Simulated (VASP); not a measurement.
# CsCaBr3 (Pm-3m) in VASP: notebook, part 2 of 2

VASP 6.6.1.

## Step 3: Single point, LDA

Input file INCAR:

```
ALGO     = Normal         # electronic algorithm
EDIFF    = 1E-6           # SCF threshold, eV
ENCUT    = 520            # plane-wave cutoff, eV
GGA      = CA             # functional
ISIF     = 2              # what is computed and relaxed
ISMEAR   = 0              # smearing method
LASPH    = T              # aspherical terms in the spheres
LCHARG   = F              # write CHGCAR
LREAL    = F              # projectors in reciprocal space
LWAVE    = F              # write WAVECAR
NBANDS   = 28             # bands
NELM     = 100            # most SCF steps
PREC     = Accurate       # precision mode
SIGMA    = 0.05           # smearing width, eV
```

Input file KPOINTS:

```
k-points
0
Gamma
  6 6 6
```

Input file POSCAR:

```
CsCaBr3
1.0
    5.7086657300      0.0000000000      0.0000000000
    0.0000000000      5.7086657300      0.0000000000
    0.0000000000      0.0000000000      5.7086657300
Cs Ca Br
1 1 3
Direct
    0.0000000000      0.0000000000      0.0000000000
    0.5000000000      0.5000000000      0.5000000000
    0.5000000000      0.0000000000      0.5000000000
    0.0000000000      0.5000000000      0.5000000000
    0.5000000000      0.5000000000      0.0000000000
```

Potentials or basis: VASP PAW LDA potentials, release 64 (Cs_sv, Ca_sv, Br).

The run is started by

```bash
> cat potpaw_LDA.64/Cs_sv/POTCAR potpaw_LDA.64/Ca_sv/POTCAR potpaw_LDA.64/Br/POTCAR > POTCAR
> mpirun -np 1 vasp_std > vasp.out
```

OUTCAR:

```text
EDIFF = 1E-6
   ENCUT = 520
   GGA = CA
   ISIF = 2
   ISMEAR = 0
   LASPH = T
   LREAL = F
   NELM = 100
   PREC = Accurate

 ion  position               nearest neighbor table
   1  0.000  0.000  0.000-
   2  0.500  0.500  0.500-   3 2.85   4 2.85   5 2.85   5 2.85   3 2.85   4 2.85
   3  0.500  0.000  0.500-   2 2.85   2 2.85
   4  0.000  0.500  0.500-   2 2.85   2 2.85
   5  0.500  0.500  0.000-   2 2.85   2 2.85

  LATTYP: Found a simple cubic cell.
 ALAT       =     5.7086657300

  Lattice vectors:

 A1 = (   5.7086657300,   0.0000000000,   0.0000000000)
 A2 = (   0.0000000000,   5.7086657300,   0.0000000000)
 A3 = (   0.0000000000,   0.0000000000,   5.7086657300)

Analysis of symmetry for initial positions (statically):
=====================================================================
 Subroutine PRICEL returns:
 Original cell was already a primitive cell.

 Routine SETGRP: Setting up the symmetry group for a
 simple cubic supercell.

 Subroutine GETGRP returns: Found 48 space group operations
 (whereof 48 operations were pure point group operations)
 out of a pool of 48 trial point group operations.

The static configuration has the point symmetry O_h .

Analysis of symmetry for dynamics (positions and initial velocities):
=====================================================================
 Subroutine PRICEL returns:
 Original cell was already a primitive cell.

 Routine SETGRP: Setting up the symmetry group for a
 simple cubic supercell.

 Subroutine GETGRP returns: Found 48 space group operations
 (whereof 48 operations were pure point group operations)
 out of a pool of 48 trial point group operations.

The dynamic configuration has the point symmetry O_h .

 Subroutine INISYM returns: Found 48 space group operations
 (whereof 48 operations are pure point group operations),
 and found     1 'primitive' translations

----------------------------------------------------------------------------------------

                                     Primitive cell

  volume of cell :     186.0389

  direct lattice vectors                    reciprocal lattice vectors
     5.708665730  0.000000000  0.000000000     0.175172281  0.000000000  0.000000000
     0.000000000  5.708665730  0.000000000     0.000000000  0.175172281  0.000000000
     0.000000000  0.000000000  5.708665730     0.000000000  0.000000000  0.175172281

  length of vectors
     5.708665730  5.708665730  5.708665730     0.175172281  0.175172281  0.175172281

  position of ions in fractional coordinates (direct lattice)
     0.000000000  0.000000000  0.000000000
     0.500000000  0.500000000  0.500000000
     0.500000000  0.000000000  0.500000000
     0.000000000  0.500000000  0.500000000
     0.500000000  0.500000000  0.000000000

  ion indices of the primitive-cell ions
   primitive index   ion index
                 1           1
                 2           2
                 3           3
                 4           4
                 5           5

----------------------------------------------------------------------------------------

 KPOINTS: k-points

Automatic generation of k-mesh.
 Grid dimensions read from file:
 generate k-points for:    6    6    6

 Generating k-lattice:

  Cartesian coordinates                     Fractional coordinates (reciprocal lattice)
     0.029195380  0.000000000  0.000000000     0.166666667  0.000000000  0.000000000
     0.000000000  0.029195380  0.000000000     0.000000000  0.166666667  0.000000000
     0.000000000  0.000000000  0.029195380     0.000000000  0.000000000  0.166666667

  Length of vectors
     0.029195380  0.029195380  0.029195380

  Shift w.r.t. Gamma in fractional coordinates (k-lattice)
     0.000000000  0.000000000  0.000000000

 Subroutine IBZKPT returns following result:
 ===========================================

 Found     20 irreducible k-points:

 Following reciprocal coordinates:
            Coordinates               Weight
  0.000000  0.000000  0.000000      1.000000
  0.166667  0.000000  0.000000      6.000000
  0.333333  0.000000  0.000000      6.000000
  0.500000  0.000000  0.000000      3.000000
  0.166667  0.166667  0.000000     12.000000
  0.333333  0.166667  0.000000     24.000000
[... 12 lines left out ...]
  0.500000  0.500000  0.333333      6.000000
  0.500000  0.500000  0.500000      1.000000
   k-points           NKPTS =     20   k-points in BZ     NKDIM =     20   number of bands    NBANDS=     28
   number of dos      NEDOS =    301   number of ions     NIONS =      5
   total plane-waves  NPLWV =  74088
   dimension x,y,z NGX =    42 NGY =   42 NGZ =   42
   dimension x,y,z NGXF=    84 NGYF=   84 NGZF=   84
   ions per type =               1   1   3
   NGX,Y,Z   is equivalent  to a cutoff of  12.23, 12.23, 12.23 a.u.
   NGXF,Y,Z  is equivalent  to a cutoff of  24.46, 24.46, 24.46 a.u.
 SYSTEM =  unknown system
   PREC   = accura    normal or accurate (medium, high low for compatibility)
   ISTART =      0    job   : 0-new  1-cont  2-samecut
   ICHARG =      2    charge: 1-file 2-atom 10-const
   ISPIN  =      1    spin polarized calculation?
   LNONCOLLINEAR =      F non collinear calculations
   LSORBIT =      F    spin-orbit coupling
   LASPH  =      T    aspherical Exc in radial PAW
   ENCUT  =  520.0 eV  38.22 Ry    6.18 a.u.  10.61 10.61 10.61*2*pi/ulx,y,z
   NELM   =    100;   NELMIN=  2; NELMDL= -5     # of ELM steps
   EDIFF  = 0.1E-05   stopping-criterion for ELM
   LREAL  =      F    real-space projection
   EDIFFG = 0.1E-04   stopping-criterion for IOM
   NSW    =      0    number of steps for IOM
   IBRION =     -1    ionic relax: 0-MD 1-quasi-New 2-CG
   NFREE  =      0    steps in history (QN), initial steepest desc. (CG)
   ISIF   =      2    stress and relaxation
   ISYM   =      2    0-nonsym 1-usesym 2-fastsym
   POTIM  = 0.5000    time-step for ionic-motion
   TEBEG  =    0.0;   TEEND  =   0.0 temperature during run
   PSTRESS=    0.0 pullay stress
   NELECT =      40.0000    total number of electrons
   NUPDOWN=      -1.0000    fix difference up-down
   EMIN   =  10.00;   EMAX   =-10.00  energy-range for DOS
   EFERMI =   0.00;   METHOD = LEGACY
   ISMEAR =     0;   SIGMA  =   0.05  broadening in eV -4-tet -1-fermi 0-gaus
   EFERMI_NEDOS =   21; number of points for ismear=-14 and -15
   IALGO  =     38    algorithm
   IMIX   =      4    mixing-type and parameters
     AMIX     =   0.40;   BMIX     =  1.00
     AMIX_MAG =   1.60;   BMIX_MAG =  1.00
  volume/ion in A,a.u.               =      37.21       251.09
  Fermi-wavevector in a.u.,A,eV,Ry     =   0.980754  1.853357 13.087158  0.961879
  Thomas-Fermi vector in A             =   2.111709
   LORBIT       =      0    0 simple, 1 ext, 2 COOP (PROOUT), +10 PAW based schemes
   GGA     = CA    functional components
   LHFCALC =     F    Hartree Fock is set to
   AEXX    =    0.0000 exact exchange contribution
   IVDW    =     0    specifies the selected vdW correction
   LEPSILON=     F    determine dielectric tensor
   LRPA    =     F    only Hartree local field effects (RPA)
 non-spin polarized calculation
 Gauss-broadening in eV      SIGMA  =   0.05
  energy-cutoff  :      520.00
  volume of cell :      186.04
 maximum number of plane-waves:      5056
   NGX = 21   NGY = 21   NGZ = 21

 number of electron      40.0000007 magnetization

 Free energy of the ion-electron system (eV)
  ---------------------------------------------------
  ext. energy  EPLUGINS =         0.00000000
  ---------------------------------------------------
  free energy    TOTEN  =       -19.53570434 eV

  energy without entropy =      -19.53570434  energy(sigma->0) =      -19.53570434

 E-fermi :  -0.3550     XC(G=0):  -8.1812

 val. band max:       -0.6779065654   @ k =   0.5000   0.5000   0.5000
 cond. band min:       3.4125065363   @ k =   0.0000   0.0000   0.0000
 fundamental gap:      4.0904131017
 Fermi energy:        -0.3549566606

 k-point     1 :       0.0000    0.0000    0.0000
  band No.  band energies     occupation
      1     -39.1888      2.00000
      2     -20.5290      2.00000
      3     -20.5290      2.00000
      4     -20.5290      2.00000
      5     -20.3201      2.00000
      6     -13.7314      2.00000
[... 20 lines left out ...]
     27       5.2063      0.00000
[... 567 lines left out ...]
      6     -13.4008      2.00000
[... 20 lines left out ...]
     27       5.6805      0.00000
     28       7.5731      0.00000

------------------------ aborting loop because EDIFF is reached ----------------------------------------

  FORCE on cell =-STRESS in cart. coord.  units (eV):
  Direction    XX          YY          ZZ          XY          YZ          ZX
  --------------------------------------------------------------------------------------
  -------------------------------------------------------------------------------------
  Total       -2.3295829     -2.3295829     -2.3295829      0.0000000      0.0000000     -0.0000000
  in kB      -20.0624933    -20.0624933    -20.0624933      0.0000000      0.0000000     -0.0000000
  external PRESSURE =     -20.0624933 kB  Pullay stress =       0.0000000 kB

 VOLUME and BASIS-vectors are now :
 -----------------------------------------------------------------------------
  energy-cutoff  :      520.00
  volume of cell :      186.04
      direct lattice vectors                 reciprocal lattice vectors
     5.708665730  0.000000000  0.000000000     0.175172281  0.000000000  0.000000000
     0.000000000  5.708665730  0.000000000     0.000000000  0.175172281  0.000000000
     0.000000000  0.000000000  5.708665730     0.000000000  0.000000000  0.175172281

 POSITION                                       TOTAL-FORCE (eV/Angst)
 -----------------------------------------------------------------------------------
      0.00000      0.00000      0.00000         0.000000      0.000000      0.000000
      2.85433      2.85433      2.85433         0.000000      0.000000      0.000000
      2.85433      0.00000      2.85433         0.000000      0.000000      0.000000
      0.00000      2.85433      2.85433         0.000000      0.000000      0.000000
      2.85433      2.85433      0.00000         0.000000      0.000000      0.000000
 -----------------------------------------------------------------------------------
    total drift:                                0.000000     -0.000000     -0.000000

  FREE ENERGIE OF THE ION-ELECTRON SYSTEM (eV)
  ---------------------------------------------------
  free  energy   TOTEN  =       -19.5357043378 eV

  energy  without entropy=      -19.5357043378  energy(sigma->0) =      -19.53570434
```

It took 3 min on 1 thread of Intel Xeon 8259CL, shared host; peak memory 0.28 GiB.

What came out:

```
Free energy            : -19.5357 eV
Pressure               : -2.0 GPa
Band gap on the k mesh : 4.09 eV, indirect (least direct gap 4.34 eV)
```

Levels at points of the mesh, in eV from the valence-band top:
```csv
k point,band 18,band 19,band 20,band 21,band 22,band 23
"(0.00, 0.00, 0.00)",-0.25,-0.25,-0.25,4.09,4.51,4.51
"(0.50, 0.00, 0.00)",-0.76,-0.43,-0.43,4.71,5.54,5.68
"(0.50, 0.50, 0.00)",-0.80,-0.80,-0.02,5.70,5.70,5.80
"(0.50, 0.50, 0.50)",0.00,0.00,0.00,5.71,5.71,5.71
```

Caveat: spin-orbit coupling is left out, which moves the levels of the heavy elements.
